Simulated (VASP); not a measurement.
A run of VASP 6.6.1 is set up as follows.

The input INCAR:

```
  PREC = Accurate
  ENCUT = 520
  EDIFF = 1E-7
  ISMEAR = -1
  SIGMA = 0.1
  LREAL = Auto
  LASPH = T
  NELM = 80
  ALGO = Normal
  ISIF = 2
  LWAVE = F
  LCHARG = F
  NBANDS = 88
```

KPOINTS

```
regular mesh
0
Gamma
  3 3 2
```

POSCAR

```
Zr8B15
1.0
    6.2562506200      0.0000000100      0.0000000000
   -3.1281253200      5.4180711800      0.0000000000
    0.0000000000      0.0000000000      6.9579785800
Zr B
8 15
Direct
    0.0003188598     -0.0029650773     -0.0019612018
    0.0003204895     -0.0029634162      0.4993657224
    0.0003182360      0.5034350619     -0.0019609143
    0.0003210703      0.5034356156      0.4993655787
    0.5018857646      0.0010191810      0.0020321994
    0.5018847989      0.0010178890      0.4953731835
    0.4969520020      0.4985514042      0.0008858895
    0.4969507481      0.4985517734      0.4965184874
    0.1208886648      0.3105200989      0.2487031226
    0.3296664899      0.1640583830      0.2487021166
    0.1688326230      0.3344920984      0.7487033684
    0.3362171573      0.1681293889      0.7487019312
    0.1675006458      0.8338262544      0.2487021166
    0.3296664759      0.6657598021      0.2487019729
    0.1702771769      0.8352142022      0.7487023623
    0.3362168553      0.6682385440      0.7487030809
    0.6567620143      0.3417448631      0.2487021166
    0.6671978718      0.3339502072      0.7487015000
    0.8349569238      0.1675542756      0.7487019312
    0.6567629655      0.8151696142      0.2487012543
    0.8325746394      0.6663635216      0.2487031226
    0.6671977928      0.8333993488      0.7487020749
    0.8323966674      0.6662741909      0.7487022186
```

Potentials or basis: VASP PAW LDA potentials, release 64 (Zr_sv, B).

The run is started by

```sh
$ cat potpaw_LDA.64/Zr_sv/POTCAR potpaw_LDA.64/B/POTCAR > POTCAR
$ mpirun -np 1 vasp_std > vasp.out
```

(1) Predict the largest force.

(2) Estimate the pressure.

(3) Estimate the band gap on the k mesh.

Results:

(1) 2.392 eV/Å.

(2) 2.7 GPa.

(3) zero (an odd number of electrons rules out a gap without spin polarisation).

Caveat: the k points lie up to 0.45 Å⁻¹ apart, too coarse for converged energies and pressures of a metal.
